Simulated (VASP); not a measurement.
# CdGeAs2 (I-42d) in VASP: settings compared

Aim: see how the results for CdGeAs2 move with the level of theory and the settings. Levels: LDA, PBE. Tasks: single point.

Program: VASP 6.6.1. These are calculated values, not measurements. Logs are shortened: lines on timing, memory, paths and dates and some standing lists are left out, and cuts for length are marked.

**1. The cell of the first run**

It takes space group I-42d (No. 122, tetragonal). Conventional cell: a = 5.980 Å, b = 5.980 Å, c = 11.304 Å, α = 90.00°, β = 90.00°, γ = 90.00°. Within 3.5 Å of Cd (site symmetry -4) lie 4 As at 2.65 Å. Ge (site symmetry -4) has 4 As at 2.45 Å within 3.2 Å. Within 3.2 Å of As (site symmetry 2) lie 2 Ge at 2.45 Å and 2 Cd at 2.65 Å.

**2. Single point, LDA**

Input file INCAR:

```
PREC     = Accurate       # precision mode
ENCUT    = 520            # plane-wave cutoff, eV
EDIFF    = 1E-7           # SCF threshold, eV
ISMEAR   = -1             # smearing method
SIGMA    = 0.02           # smearing width, eV
LREAL    = F              # projectors in reciprocal space
LASPH    = T              # aspherical terms in the spheres
NELM     = 80             # most SCF steps
ALGO     = Normal         # electronic algorithm
ISIF     = 2              # what is computed and relaxed
LWAVE    = F              # write WAVECAR
LCHARG   = F              # write CHGCAR
GGA      = CA             # functional
NBANDS   = 46             # bands
```

Input file KPOINTS:

```
Automatic mesh
0
Gamma
  6 6 6
```

Input file POSCAR:

```
CdGeAs2
1.0
   -2.9901045650      2.9901045650      5.6519089798
    2.9901045650     -2.9901045650      5.6519089798
    2.9901045650      2.9901045650     -5.6519089798
Cd Ge As
2 2 4
Direct
    0.2500000000      0.7500000000      0.5000000000
    0.5000000000      0.5000000000      0.0000000000
    0.0000000000      0.0000000000      0.0000000000
    0.7500000000      0.2500000000      0.5000000000
    0.8750000000      0.3463376714      0.9713376714
    0.6536623286      0.6250000000      0.5286623286
    0.3750000000      0.9036623286      0.0286623286
    0.0963376714      0.1250000000      0.4713376714
```

Potentials or basis: VASP PAW LDA potentials, release 64 (Cd, Ge_d, As).

Launch:

```bash
> cat potpaw_LDA.64/Cd/POTCAR potpaw_LDA.64/Ge_d/POTCAR potpaw_LDA.64/As/POTCAR > POTCAR
> mpirun -np 1 vasp_std > vasp.out
```

OUTCAR:

```text
PREC = Accurate
   ENCUT = 520
   EDIFF = 1E-7
   ISMEAR = -1
   LREAL = F
   LASPH = T
   NELM = 80
   ISIF = 2
   GGA = CA

 ion  position               nearest neighbor table
   1  0.250  0.750  0.500-   7 2.65   6 2.65   5 2.65   8 2.65
   2  0.500  0.500  0.000-   6 2.65   7 2.65   8 2.65   5 2.65
   3  0.000  0.000  0.000-   5 2.45   6 2.45   8 2.45   7 2.45
   4  0.750  0.250  0.500-   5 2.45   7 2.45   8 2.45   6 2.45
   5  0.875  0.346  0.971-   3 2.45   4 2.45   1 2.65   2 2.65
   6  0.654  0.625  0.529-   3 2.45   4 2.45   1 2.65   2 2.65
   7  0.375  0.904  0.029-   4 2.45   3 2.45   2 2.65   1 2.65
   8  0.096  0.125  0.471-   3 2.45   4 2.45   2 2.65   1 2.65

  LATTYP: Found a body centered tetragonal cell.
 ALAT       =     5.9802091300
 C/A-ratio  =     1.8902044584

  Lattice vectors:

 A1 = (  -2.9901045650,   2.9901045650,   5.6519089798)
 A2 = (   2.9901045650,  -2.9901045650,   5.6519089798)
 A3 = (   2.9901045650,   2.9901045650,  -5.6519089798)

Analysis of symmetry for initial positions (statically):
=====================================================================
 Subroutine PRICEL returns:
 Original cell was already a primitive cell.

 Routine SETGRP: Setting up the symmetry group for a
 body centered tetragonal supercell.

 Subroutine GETGRP returns: Found  8 space group operations
 (whereof  4 operations were pure point group operations)
 out of a pool of 16 trial point group operations.

The static configuration has the point symmetry S_4 .
 The point group associated with its full space group is D_2d.

Analysis of symmetry for dynamics (positions and initial velocities):
=====================================================================
 Subroutine PRICEL returns:
 Original cell was already a primitive cell.

 Routine SETGRP: Setting up the symmetry group for a
 body centered tetragonal supercell.

 Subroutine GETGRP returns: Found  8 space group operations
 (whereof  4 operations were pure point group operations)
 out of a pool of 16 trial point group operations.

The dynamic configuration has the point symmetry S_4 .
 The point group associated with its full space group is D_2d.

 Subroutine INISYM returns: Found  8 space group operations
 (whereof  4 operations are pure point group operations),
 and found     1 'primitive' translations

----------------------------------------------------------------------------------------

                                     Primitive cell

  volume of cell :     202.1287

  direct lattice vectors                    reciprocal lattice vectors
    -2.990104565  2.990104565  5.651908980     0.000000000  0.167218232  0.088465685
     2.990104565 -2.990104565  5.651908980     0.167218232  0.000000000  0.088465685
     2.990104565  2.990104565 -5.651908980     0.167218232  0.167218232  0.000000000

  length of vectors
     7.058719837  7.058719837  7.058719837     0.189177469  0.189177469  0.236482292

  position of ions in fractional coordinates (direct lattice)
     0.250000000  0.750000000  0.500000000
     0.500000000  0.500000000  0.000000000
     0.000000000  0.000000000  0.000000000
     0.750000000  0.250000000  0.500000000
     0.875000000  0.346337671  0.971337671
     0.653662329  0.625000000  0.528662329
     0.375000000  0.903662329  0.028662329
     0.096337671  0.125000000  0.471337671

  ion indices of the primitive-cell ions
   primitive index   ion index
                 1           1
                 2           2
                 3           3
                 4           4
                 5           5
                 6           6
                 7           7
                 8           8

----------------------------------------------------------------------------------------

 KPOINTS: Automatic mesh

Automatic generation of k-mesh.
 Grid dimensions read from file:
 generate k-points for:    6    6    6

 Generating k-lattice:

  Cartesian coordinates                     Fractional coordinates (reciprocal lattice)
     0.000000000  0.027869705  0.014744281     0.166666667  0.000000000 -0.000000000
     0.027869705  0.000000000  0.014744281     0.000000000  0.166666667 -0.000000000
     0.027869705  0.027869705  0.000000000     0.000000000  0.000000000  0.166666667

  Length of vectors
     0.031529578  0.031529578  0.039413715

  Shift w.r.t. Gamma in fractional coordinates (k-lattice)
     0.000000000  0.000000000  0.000000000

 Subroutine IBZKPT returns following result:
 ===========================================

 Found     30 irreducible k-points:

 Following reciprocal coordinates:
            Coordinates               Weight
  0.000000  0.000000  0.000000      1.000000
  0.166667  0.000000  0.000000      8.000000
  0.333333  0.000000 -0.000000      8.000000
  0.500000  0.000000  0.000000      4.000000
  0.166667  0.166667 -0.000000      8.000000
  0.333333  0.166667  0.000000     16.000000
[... 16 lines left out ...]
 -0.333333 -0.333333  0.166667      8.000000
 -0.166667 -0.333333  0.166667      8.000000
 [... further k-points ...]
   k-points           NKPTS =     30   k-points in BZ     NKDIM =     30   number of bands    NBANDS=     46
   number of dos      NEDOS =    301   number of ions     NIONS =      8
   total plane-waves  NPLWV = 157464
   dimension x,y,z NGX =    54 NGY =   54 NGZ =   54
   dimension x,y,z NGXF=   108 NGYF=  108 NGZF=  108
   ions per type =               2   2   4
   NGX,Y,Z   is equivalent  to a cutoff of  12.72, 12.72, 12.72 a.u.
   NGXF,Y,Z  is equivalent  to a cutoff of  25.44, 25.44, 25.44 a.u.
 SYSTEM =  unknown system
   PREC   = accura    normal or accurate (medium, high low for compatibility)
   ISTART =      0    job   : 0-new  1-cont  2-samecut
   ICHARG =      2    charge: 1-file 2-atom 10-const
   ISPIN  =      1    spin polarized calculation?
   LNONCOLLINEAR =      F non collinear calculations
   LSORBIT =      F    spin-orbit coupling
   LASPH  =      T    aspherical Exc in radial PAW
   ENCUT  =  520.0 eV  38.22 Ry    6.18 a.u.  13.12 13.12 13.12*2*pi/ulx,y,z
   NELM   =     80;   NELMIN=  2; NELMDL= -5     # of ELM steps
   EDIFF  = 0.1E-06   stopping-criterion for ELM
   LREAL  =      F    real-space projection
   EDIFFG = 0.1E-05   stopping-criterion for IOM
   NSW    =      0    number of steps for IOM
   IBRION =     -1    ionic relax: 0-MD 1-quasi-New 2-CG
   NFREE  =      0    steps in history (QN), initial steepest desc. (CG)
   ISIF   =      2    stress and relaxation
   ISYM   =      2    0-nonsym 1-usesym 2-fastsym
   POTIM  = 0.5000    time-step for ionic-motion
   TEBEG  =    0.0;   TEEND  =   0.0 temperature during run
   PSTRESS=    0.0 pullay stress
   NELECT =      72.0000    total number of electrons
   NUPDOWN=      -1.0000    fix difference up-down
   EMIN   =  10.00;   EMAX   =-10.00  energy-range for DOS
   EFERMI =   0.00;   METHOD = LEGACY
   ISMEAR =    -1;   SIGMA  =   0.02  broadening in eV -4-tet -1-fermi 0-gaus
   EFERMI_NEDOS =   21; number of points for ismear=-14 and -15
   IALGO  =     38    algorithm
   IMIX   =      4    mixing-type and parameters
     AMIX     =   0.40;   BMIX     =  1.00
     AMIX_MAG =   1.60;   BMIX_MAG =  1.00
  volume/ion in A,a.u.               =      25.27       170.50
  Fermi-wavevector in a.u.,A,eV,Ry     =   1.160494  2.193016 18.323607  1.346747
  Thomas-Fermi vector in A             =   2.297076
   LORBIT       =      0    0 simple, 1 ext, 2 COOP (PROOUT), +10 PAW based schemes
   GGA     = CA    functional components
   LHFCALC =     F    Hartree Fock is set to
   AEXX    =    0.0000 exact exchange contribution
   IVDW    =     0    specifies the selected vdW correction
   LEPSILON=     F    determine dielectric tensor
   LRPA    =     F    only Hartree local field effects (RPA)
 non-spin polarized calculation
  energy-cutoff  :      520.00
  volume of cell :      202.13
 maximum number of plane-waves:      5470
 NGX is ok and might be reduce to    54
   NGX = 27   NGY = 27   NGZ = 27

 number of electron      72.0000011 magnetization

 Free energy of the ion-electron system (eV)
  ---------------------------------------------------
  ext. energy  EPLUGINS =         0.00000000
  ---------------------------------------------------
  free energy    TOTEN  =       -35.33364080 eV

  energy without entropy =      -35.33359467  energy(sigma->0) =      -35.33361773

 E-fermi :   2.8272     XC(G=0):  -9.6471

 val. band max:        2.7071240719   @ k =   0.1667   0.0000   0.0000
 cond. band min:       2.9041474226   @ k =   0.0000   0.0000   0.0000
 fundamental gap:      0.1970233507
 Fermi energy:         2.8271536561

 k-point     1 :       0.0000    0.0000    0.0000
  band No.  band energies     occupation
      1     -22.1705      2.00000
      2     -22.1705      2.00000
      3     -22.1702      2.00000
      4     -22.1662      2.00000
      5     -22.1637      2.00000
      6     -22.1637      2.00000
[... 38 lines left out ...]
     45       7.6242      0.00000
     46       7.6242      0.00000

 k-point     2 :       0.1667    0.0000    0.0000
  band No.  band energies     occupation
      1     -22.1707      2.00000
      2     -22.1703      2.00000
      3     -22.1700      2.00000
      4     -22.1663      2.00000
      5     -22.1641      2.00000
      6     -22.1636      2.00000
[... 38 lines left out ...]
     45       7.4746      0.00000
     46       7.7930      0.00000

 k-point     3 :       0.3333    0.0000   -0.0000
  band No.  band energies     occupation
      1     -22.1708      2.00000
      2     -22.1701      2.00000
      3     -22.1694      2.00000
      4     -22.1663      2.00000
      5     -22.1650      2.00000
      6     -22.1634      2.00000
[... 1018 lines left out ...]
     45       7.5271      0.00000
     46       7.9330      0.00000

 k-point    24 :      -0.1667   -0.3333    0.1667
  band No.  band energies     occupation
      1     -22.1709      2.00000
      2     -22.1706      2.00000
      3     -22.1695      2.00000
      4     -22.1668      2.00000
      5     -22.1638      2.00000
      6     -22.1634      2.00000
[... 38 lines left out ...]
     45       7.1283      0.00000
     46       7.6436      0.00000

 [... further k-points ...]
[... 5 lines left out ...]
  --------------------------------------------------------------------------------------
  -------------------------------------------------------------------------------------
  Total       -2.9012987     -2.9012987     -2.4685426      0.0000000      0.0000000      0.0000000
  in kB      -22.9972087    -22.9972087    -19.5669579      0.0000000      0.0000000      0.0000000
  external PRESSURE =     -21.8537918 kB  Pullay stress =       0.0000000 kB

 VOLUME and BASIS-vectors are now :
 -----------------------------------------------------------------------------
  energy-cutoff  :      520.00
  volume of cell :      202.13
      direct lattice vectors                 reciprocal lattice vectors
    -2.990104565  2.990104565  5.651908980     0.000000000  0.167218232  0.088465685
     2.990104565 -2.990104565  5.651908980     0.167218232  0.000000000  0.088465685
     2.990104565  2.990104565 -5.651908980     0.167218232  0.167218232  0.000000000

 POSITION                                       TOTAL-FORCE (eV/Angst)
 -----------------------------------------------------------------------------------
      2.99010     -0.00000      2.82595         0.000000      0.000000     -0.000000
      0.00000      0.00000      5.65191         0.000000      0.000000      0.000000
      0.00000      0.00000      0.00000         0.000000     -0.000000     -0.000000
     -0.00000      2.99010      2.82595         0.000000     -0.000000      0.000000
      1.32365      4.48516      1.41298         0.203557     -0.000000      0.000000
      1.49505      1.66646      4.23893         0.000000     -0.203557     -0.000000
      1.66646     -1.49505      7.06489        -0.203557      0.000000     -0.000000
      1.49505      1.32365     -1.41298         0.000000      0.203557      0.000000
 -----------------------------------------------------------------------------------
    total drift:                                0.000001      0.000001      0.000000

  FREE ENERGIE OF THE ION-ELECTRON SYSTEM (eV)
  ---------------------------------------------------
  free  energy   TOTEN  =       -35.3336407962 eV

  energy  without entropy=      -35.3335946689  energy(sigma->0) =      -35.33361773
```

Wall time 7.6 min (1 thread of Intel Xeon Platinum 8259CL at 2.50GHz (Skylake/Cascade Lake), shared host); peak memory 0.46 GiB.

What came out:

* Free energy: -35.3336 eV
* Pressure: -2.2 GPa
* Largest force: 0.204 eV/Å
* Band gap on the k mesh: 0.20 eV (least direct gap 0.23 eV)

Forces on the atoms (eV/Å):
```
Cd   0.000  0.000  0.000
Cd   0.000  0.000  0.000
Ge   0.000  0.000  0.000
Ge   0.000  0.000  0.000
As   0.204  0.000  0.000
As   0.000 -0.204  0.000
As  -0.204  0.000  0.000
As   0.000  0.204  0.000
```

Stress tensor (GPa, compression positive):
```
-2.30  0.00  0.00
 0.00 -2.30  0.00
 0.00  0.00 -1.96
```

Caveat: semilocal functionals underestimate gaps, and a narrow one can read as zero.

**3. Single point, PBE**

This run uses another cell than the first one, of 26.26 Å³/atom.

INCAR: that of step 2 with these lines changed.

```diff
@@ -7,3 +7,3 @@
 LASPH    = T              # aspherical terms in the spheres
-NELM     = 80             # most SCF steps
+NELM     = 100            # most SCF steps
 ALGO     = Normal         # electronic algorithm
@@ -12,3 +12,3 @@
 LCHARG   = F              # write CHGCAR
-GGA      = CA             # functional
+GGA      = PE             # functional
 NBANDS   = 46             # bands
```

Input file KPOINTS:

```
regular mesh
0
Gamma
  6 6 6
```

Input file POSCAR:

```
CdGeAs2
1.0
   -3.0245051045      3.0245051045      5.7413963135
    3.0245051045     -3.0245051045      5.7413963135
    3.0245051045      3.0245051045     -5.7413963135
Cd Ge As
2 2 4
Direct
    0.2500000000      0.7500000000      0.5000000000
    0.5000000000      0.5000000000      0.0000000000
    0.0000000000      0.0000000000      0.0000000000
    0.7500000000      0.2500000000      0.5000000000
    0.8750000000      0.3482582052      0.9732582052
    0.6517417948      0.6250000000      0.5267417948
    0.3750000000      0.9017417948      0.0267417948
    0.0982582052      0.1250000000      0.4732582052
```

Potentials or basis: VASP PAW PBE potentials, release 64 (Cd, Ge_d, As).

Launch:

```bash
> cat potpaw_PBE.64/Cd/POTCAR potpaw_PBE.64/Ge_d/POTCAR potpaw_PBE.64/As/POTCAR > POTCAR
> mpirun -np 1 vasp_std > vasp.out
```

It took 8.6 min on 1 thread of Intel Xeon Platinum 8259CL at 2.50GHz (Skylake/Cascade Lake), shared host; peak memory 0.56 GiB.

The run converged. Its results:

| Quantity | Value |
| --- | --- |
| Free energy | -29.9647 eV |
| Pressure | 0.2 GPa |
| Largest force | 0.008 eV/Å |
| Band gap on the k mesh | 0.18 eV (least direct gap 0.21 eV) |

Forces in eV/Å, atoms in the order of the input:
```
Cd   0.000  0.000  0.000
Cd   0.000  0.000  0.000
Ge   0.000  0.000  0.000
Ge   0.000  0.000  0.000
As  -0.008  0.000  0.000
As   0.000  0.008  0.000
As   0.008  0.000  0.000
As   0.000 -0.008  0.000
```

Levels at points of the mesh, in eV from the valence-band top:
```
           k point  band 34  band 35  band 36  band 37  band 38  band 39
(0.00, 0.00, 0.00)    -0.32    -0.03    -0.03     0.18     1.50     1.82
(0.50, 0.00, 0.00)    -1.34    -1.10    -0.52     1.76     2.05     2.70
(0.50, 0.50, 0.00)    -0.93    -0.45    -0.45     0.68     0.68     2.47
(0.50, 0.50, 0.50)    -1.66    -0.84    -0.84     1.47     1.47     1.76
```

Caveat: semilocal functionals underestimate gaps, and a narrow one can read as zero.
